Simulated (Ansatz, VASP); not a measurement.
**Al in VASP and in Ansatz**

INCAR

```
SYSTEM = Al
PREC     = Accurate       ! precision mode
ENCUT    = 520            ! plane-wave cutoff, eV
EDIFF    = 1E-6           ! SCF threshold, eV
ISMEAR   = -1             ! smearing method
SIGMA    = 0.05           ! smearing width, eV
LREAL    = .FALSE.        ! projectors in reciprocal space
LASPH    = .TRUE.         ! aspherical terms in the spheres
NELM     = 100            ! most SCF steps
ALGO     = Normal         ! electronic algorithm
ISIF     = 2              ! what is computed and relaxed
LWAVE    = .FALSE.        ! write WAVECAR
LCHARG   = .FALSE.        ! write CHGCAR
GGA      = PE             ! functional
NBANDS   = 10             ! bands
```

The input KPOINTS:

```
regular mesh
0
G
  12 12 12
  0 0 0
```

POSCAR

```
Al
1.0
    0.0000000000      2.8081210015      2.8081210015
    2.8081210015      0.0000000000      2.8081210015
    2.8081210015      2.8081210015      0.0000000000
Al
2
Direct
   -0.1250000000     -0.1250000000     -0.1250000000
    0.1250000000      0.1250000000      0.1250000000
```

Input for Ansatz:

```yaml
crystal:
  lattice:
    - [0.0, 2.8081210015, 2.8081210015]
    - [2.8081210015, 0.0, 2.8081210015]
    - [2.8081210015, 2.8081210015, 0.0]
  atoms:
    - { symbol: Al, position: [-0.125, -0.125, -0.125] }
    - { symbol: Al, position: [0.125, 0.125, 0.125] }
kpoints:
  mp_grid: { grid: [12, 12, 12] }
scf:
  occupations: { method: fermi_dirac, width: 0.05 }
hamiltonian:
  xc: pbe
  pseudopotentials: { kind: all_electron, lapw: { basis_error: 0.001 } }
output:
  forces: true
  stress: true
  eigenvalues: true
  populations: true
```

Change from the starting cell: volume scaled by 0.8, LAPW.

Alike in both runs: task single point; functional PBE; k mesh 12 × 12 × 12; occupations fermi-dirac, width 0.05 eV; no spin polarisation.

```csv
,VASP,Ansatz
version,VASP 6.6.1,Ansatz 0.2.0
potentials or method,"VASP PAW PBE potentials, release 64 (Al), cutoff 520 eV","all-electron LAPW, scalar-relativistic"
```

```tsv
	VASP	Ansatz	Ansatz less VASP
pressure (GPa)	13.0	12.9	-0.11
```

Ansatz ran all-electron here, and VASP with PAW potentials.
